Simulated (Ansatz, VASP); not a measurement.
**Si5Ge: VASP beside Ansatz**

```
Si Ge
1.0
     3.87312    0.00000    0.00000
    -1.93656    3.35422    0.00000
     0.00000    0.00000    9.48482
Si Ge
5 1
Direct
  0.00000 0.00000 0.99675
  0.66667 0.33333 0.66653
  0.33333 0.66667 0.33668
  0.66667 0.33333 0.91530
  0.33333 0.66667 0.58463
  0.00000 0.00000 0.25011
```

Alike in both runs: task single point; functional PBE; k mesh 6 × 6 × 2; no spin polarisation.

```csv
,VASP,Ansatz
version,VASP 6.6.1,Ansatz 0.2.0
potentials or method,"VASP PAW PBE potentials, release 64 (Si, Ge_d)",plane waves
plane-wave cutoff (eV),500,420
occupations,"gaussian, width 0.01 eV",fixed
valence electrons in the cell,34,34
```

|  | VASP | Ansatz | Ansatz less VASP |
| --- | --- | --- | --- |
| gap on the k mesh at the Fermi level (eV) | 0.65 | 0.65 | -0.002 |
| pressure (GPa) | 1.6 | 1.7 | +0.08 |
| traceless stress, the component that is largest in VASP (GPa) | -0.26 | -0.26 | -0.004 |
| rms of the force components (eV/Å) | 0.026 | 0.027 | +0.0004 |

Atom by atom the forces differ by 0.001 eV/Å (rms over components).
